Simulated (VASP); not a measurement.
Runs of VASP 6.6.1 on Ti. The structure is that of space group I4/mmm (No. 139), or close to it. The cells are those of the table. 

```tsv
cell	gap on the mesh (eV)	pressure (GPa)
a = 2.920 Å, angles 111.6, 111.6, 105.3°, 1 atom	none	-9.2
a = 2.847 Å, angles 106.3, 106.3, 115.9°, 1 atom	none	-2.0
a = 2.960 Å, angles 106.5, 106.5, 115.7°, 1 atom	none	-11.9
a = 2.806 Å, angles 111.7, 111.7, 105.1°, 1 atom	none	(b)
a = 2.847 Å, angles 112.8, 112.8, 103.0°, 1 atom	none	(a)
```

Alike in all rows: task single point; level r2SCAN; potentials or basis VASP PAW PBE potentials, release 64 (Ti_sv); no spin polarisation; k mesh 20 × 20 × 20; cutoff (eV) 520; smearing gaussian 0.15 eV.

Q: Estimate the missing entries.

A: (a) -1.7; (b) 2.5.

Caveats: the PAW data sets were made with another functional, which shifts forces and pressure a little; the cell stands under tension (at least some runs).

A gap of «none» marks levels without a gap at the run's occupations.
